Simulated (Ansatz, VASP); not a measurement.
**Two plane-wave programs on TePb**

```
Pb Te
1.0
     0.00000    3.28499    3.28499
     3.28499    0.00000    3.28499
     3.28499    3.28499    0.00000
Pb Te
1 1
Direct
  0.00000 0.00000 0.00000
  0.50000 0.50000 0.50000
```

Alike in both runs: functional PBE; k mesh 8 × 8 × 8; occupations gaussian, width 0.02 eV; no spin polarisation.

Ansatz relaxed the structure, and its values are those at the end. VASP's run is a single point on that final structure, the one shown.

```csv
,VASP,Ansatz
version,VASP 6.6.1,Ansatz 0.2.0
potentials or method,"VASP PAW PBE potentials, release 64 (Pb_d, Te), cutoff 500 eV","scalar-relativistic, plane waves, PAW"
valence electrons in the cell,20,30
```

VASP gave:

| Quantity | Value |
| --- | --- |
| gap on the k mesh at the Fermi level (eV) | 0.83 |
| least direct gap on the mesh (eV) | 0.83 |
| pressure (GPa) | -0.1 |

**Question.** What did Ansatz give for the same quantities?

**Answer.** gap on the k mesh at the Fermi level (eV): 0.83; least direct gap on the mesh (eV): 0.83; pressure (GPa): 0.0.

The functional is the same, so the differences come from potentials, cutoffs and numerics. VASP's potentials hold 20 valence electrons a cell and Ansatz's 30, so a difference there can come from the potentials and not from the codes.

Spin-orbit coupling is off throughout.
